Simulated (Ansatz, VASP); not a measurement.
## CdTe: VASP beside Ansatz

POSCAR

```
CdTe
1.0
    0.0000000000      3.3762335116      3.3762335116
    3.3762335116      0.0000000000      3.3762335116
    3.3762335116      3.3762335116      0.0000000000
Cd Te
1 1
Direct
    0.0000000000      0.0000000000      0.0000000000
    0.7500000000      0.7500000000      0.7500000000
```

File INCAR.step1:

```
SYSTEM = CdTe
PREC = Accurate ; ENCUT = 520
ISMEAR = 0 ; SIGMA = 0.05
LREAL = .False. ; LASPH = .True.
NELM = 100 ; NBANDS = 16
GGA = PE ; ALGO = Normal
EDIFF = 1E-4 ; LWAVE = .True.
LCHARG = .False.
```

INCAR.step2

```
SYSTEM = CdTe
PREC = Accurate ; ENCUT = 520
EDIFF = 1E-7 ; ISMEAR = 0
SIGMA = 0.05 ; LREAL = .False.
LASPH = .True. ; NELM = 100
ALGO = Normal ; ISIF = 2
LWAVE = .False. ; LCHARG = .False.
METAGGA = R2SCAN ; LMIXTAU = .True.
NBANDS = 16 ; ISTART = 1
```

File KPOINTS:

```
Automatic mesh
0
Gamma
  8 8 8
  0 0 0
```

Input for Ansatz:

```yaml
crystal:
  lattice:
    - [0.0, 3.3762335116, 3.3762335116]
    - [3.3762335116, 0.0, 3.3762335116]
    - [3.3762335116, 3.3762335116, 0.0]
  atoms:
    - { symbol: Cd, position: [0.0, 0.0, 0.0] }
    - { symbol: Te, position: [0.75, 0.75, 0.75] }
basis:
  ecutwfc: 500
kpoints:
  mp_grid: { grid: [8, 8, 8] }
hamiltonian:
  xc: r2scan
scf:
  occupations: { method: gaussian, width: 0.05 }
output:
  forces: true
  stress: true
  eigenvalues: true
```

Change from the starting cell: strain +0.030 along x and y, +0.030 along z, atoms carried along.

Alike in both runs: task single point; functional r2SCAN; k mesh 8 × 8 × 8; occupations gaussian, width 0.05 eV; no spin polarisation.

|  | VASP | Ansatz |
| --- | --- | --- |
| version | VASP 6.6.1 | Ansatz 0.2.0 |
| potentials or method | VASP PAW PBE potentials, release 64 (Cd, Te), cutoff 520 eV | scalar-relativistic, plane waves, PAW |
| valence electrons in the cell | 18 | 36 |

```csv
,VASP,Ansatz,Ansatz less VASP
gap on the k mesh at the Fermi level (eV),0.88,0.89,+0.010
least direct gap on the mesh (eV),0.88,0.89,+0.010
pressure (GPa),-2.8,-2.9,-0.07
```

VASP's potentials were made for PBE, not for r2SCAN. VASP's potentials hold 18 valence electrons a cell and Ansatz's 36, so a difference there can come from the potentials and not from the codes.

Neither program's run includes spin-orbit coupling.
